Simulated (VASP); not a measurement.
Runs of VASP 6.6.1 on MgBCl5. The structure is that of space group P4/mmm (No. 123), or close to it. The cells are those of the table. 

```tsv
task	cell	k mesh	cutoff (eV)	gap on the mesh (eV)	pressure (GPa)	relaxed volume (Å³/atom)	largest force (eV/Å)
single point	a = 4.670, b = 4.670, c = 7.495 Å, 7 atoms	4 × 4 × 2	520	none	-4.2	-	0.35
single point	a = 4.075, b = 4.075, c = 8.326 Å, 7 atoms	4 × 4 × 2	600	none	(b)	-	-
relaxation of cell and atoms	relaxed from a = 4.670, b = 4.670, c = 7.495 Å, 7 atoms	4 × 4 × 2	600	none	0.2	19.60	0.02
single point	a = 4.085, b = 4.085, c = 8.310 Å, 7 atoms	10 × 10 × 6	520	none	-0.2	-	(a)
relaxation of cell and atoms	relaxed from a = 4.075, b = 4.075, c = 8.326 Å, 7 atoms	10 × 10 × 6	600	none	0.0	19.75	-
```

Alike in all rows: level PBE; potentials or basis VASP PAW PBE potentials, release 64 (Mg, B, Cl); no spin polarisation; smearing gaussian 0.1 eV.

**Question.** Fill in the values left out.

**Answer.** (a) 0.01; (b) -0.1.

Caveats: some runs use coarse meshes; the volume moved by over 15 % at a fixed basis, so the end points are rough (some runs).

A gap of «none» marks levels without a gap at the run's occupations.
